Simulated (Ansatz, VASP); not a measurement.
# Two plane-wave programs on SrLiH3

```xyz
5
Lattice="4.3993 0.0000 0.0000 0.0000 4.3993 0.0000 0.0000 0.0000 4.8623" Properties=species:S:1:pos:R:3 pbc="T T T"
Li    0.0000    0.0000    0.0000
Sr    2.1996    2.1996    2.4312
H     0.0000    2.1996    2.4312
H     2.1996    0.0000    2.4312
H     2.1996    2.1996    0.0000
```

Change from the starting cell: strain -0.050 along x and y, +0.050 along z, atoms carried along.

Alike in both runs: task single point; functional PBE; k mesh 6 × 6 × 6; occupations gaussian, width 0.05 eV; no spin polarisation.

|  | VASP | Ansatz |
| --- | --- | --- |
| version | VASP 6.6.1 | Ansatz 0.2.0 |
| potentials or method | VASP PAW PBE potentials, release 64 (Li_sv, Sr_sv, H), cutoff 520 eV | scalar-relativistic, plane waves, PAW |
| valence electrons in the cell | 16 | 16 |

```csv
,VASP,Ansatz,Ansatz less VASP
gap on the k mesh at the Fermi level (eV),1.47,1.47,+0.006
least direct gap on the mesh (eV),1.96,1.96,+0.001
```

With one functional, cell and mesh, what is left measures potentials, basis and numerics.

Noted on VASP's run: the cutoff is under 1.25 times that of the potentials, so the pressure is a little rough.
